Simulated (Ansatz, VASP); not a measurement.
**One calculation of BeZn7O8, two programs**

```
CELL_PARAMETERS angstrom
3.15399 -0.01626 5.12019
3.15399 0.01626 -5.12019
-3.15399 5.47536 -0.01756
ATOMIC_POSITIONS crystal
Be 0.16826 0.16298 0.33124
Zn 0.16465 0.16357 0.83596
Zn 0.66531 0.66699 0.33230
Zn 0.67239 0.67132 0.83596
Zn 0.09212 0.58681 0.17408
Zn 0.58727 0.08196 0.17408
Zn 0.09255 0.56838 0.66093
Zn 0.56961 0.08946 0.65907
O 0.33004 0.99684 0.32688
O 0.85513 0.47918 0.33432
O 0.35476 0.96983 0.83580
O 0.86597 0.48104 0.83580
O 0.26179 0.36954 0.18494
O 0.26953 0.36111 0.63064
O 0.81540 0.92315 0.18494
O 0.76323 0.89983 0.66306
```

Alike in both runs: functional PBEsol; k mesh 6 × 6 × 6; occupations gaussian, width 0.02 eV; no spin polarisation.

Ansatz relaxed the structure, and its values are those at the end. VASP's run is a single point on that final structure, the one shown.

```csv
,VASP,Ansatz
version,VASP 6.6.1,Ansatz 0.2.0
potentials or method,"VASP PAW PBE potentials, release 64 (Be, Zn, O), cutoff 520 eV","scalar-relativistic, plane waves, PAW"
valence electrons in the cell,134,134
```

```tsv
	VASP	Ansatz	Ansatz less VASP
gap on the k mesh at the Fermi level (eV)	1.07	1.08	+0.010
least direct gap on the mesh (eV)	1.07	1.08	+0.010
pressure (GPa)	0.9	0.0	-0.91
rms of the force components (eV/Å)	0.012	0.001	-0.0114
```

VASP's potentials were made for PBE, not for PBEsol, and Ansatz warns of the same on its side.
